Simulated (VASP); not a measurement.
Set up this calculation in VASP 6.6.1, as the native input.

```
Task                   : single point
Functional             : PBE
Potentials or basis    : VASP PAW PBE potentials, release 64 (B, N)
Cutoff                 : 520 eV
k mesh                 : 12 × 12 × 12
Occupations            : gaussian, width 0.05 eV
Spin                   : no spin polarisation
Dipole correction      : no
Further INCAR settings : ALGO = Normal; EDIFF = 1e-06; NBANDS = 11
```

The structure of BN lies in POSCAR:

```
BN
1.0
    0.0000000000      2.0351272637      1.4388349754
    2.0351272637      0.0000000000      1.4388349754
    2.0351272637      2.0351272637      0.0000000000
B N
1 1
Direct
    0.0000000000      0.0000000000      0.0000000000
    0.7500000000      0.7500000000      0.7500000000
```

This cell differs from its parent crystal: ratio of the length along z to the lengths across it x 0.707, volume and fractional coordinates fixed.

One way to write it, as run:

INCAR

```
PREC = Accurate ; ENCUT = 520
EDIFF = 1E-6 ; ISMEAR = 0
SIGMA = 0.05 ; LREAL = False
LASPH = True ; NELM = 100
ALGO = Normal ; ISIF = 2
LWAVE = False ; LCHARG = False
GGA = PE ; NBANDS = 11
```

KPOINTS

```
regular mesh
0
Gamma
  12 12 12
```

Potentials or basis: VASP PAW PBE potentials, release 64 (B, N).

Launch:

```console
$ cat potpaw_PBE.64/B/POTCAR potpaw_PBE.64/N/POTCAR > POTCAR
$ mpirun -np 1 vasp_std > vasp.out
```

Results of the run:

* Pressure: -4.3 GPa
* Band gap on the k mesh: 0.77 eV, indirect (least direct gap 6.03 eV)

Run time: 7.9 s on 1 thread of Intel(R) Xeon(R) 6975P-C (Granite Rapids), on a shared host, peak memory 0.14 GiB.
